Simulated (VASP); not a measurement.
A run of VASP 6.6.1:

The input INCAR:

```
SYSTEM = I
PREC     = Accurate       ! precision mode
ENCUT    = 600            ! plane-wave cutoff, eV
EDIFF    = 1E-6           ! SCF threshold, eV
ISMEAR   = -1             ! smearing method
SIGMA    = 0.02           ! smearing width, eV
LREAL    = .FALSE.        ! projectors in reciprocal space
LASPH    = .TRUE.         ! aspherical terms in the spheres
NELM     = 60             ! most SCF steps
ALGO     = Normal         ! electronic algorithm
ISIF     = 3              ! what is computed and relaxed
LWAVE    = .FALSE.        ! write WAVECAR
LCHARG   = .FALSE.        ! write CHGCAR
GGA      = PS             ! functional
IBRION   = 2              ! ionic algorithm
NSW      = 80             ! ionic steps
EDIFFG   = -0.02          ! ionic threshold
```

File KPOINTS:

```
Automatic mesh
0
G
  6 6 3
  0 0 0
```

The input POSCAR:

```
I
1.0
    3.6350350000     -2.3950200000      0.0000000000
    3.6350350000      2.3950200000      0.0000000000
    0.0000000000      0.0000000000      9.7934400000
I
4
Direct
    0.8507000000      0.1493000000      0.8844000000
    0.3507000000      0.6493000000      0.6156000000
    0.1493000000      0.8507000000      0.1156000000
    0.6493000000      0.3507000000      0.3844000000
```

Potentials or basis: VASP PAW PBE potentials, release 64 (I).

Launch:

```console
$ cat potpaw_PBE.64/I/POTCAR > POTCAR
$ mpirun -np 1 vasp_std > vasp.out
```

Hardware: 1 thread of Oxide Virtual Turin-like Processor, with other jobs on the host.

Estimate the wall time of this run.

Run time: 17 min on 1 thread of Oxide Virtual Turin-like Processor, on a shared host, peak memory 0.33 GiB. Counts: scf iterations 111, k points 26, ion steps 17.
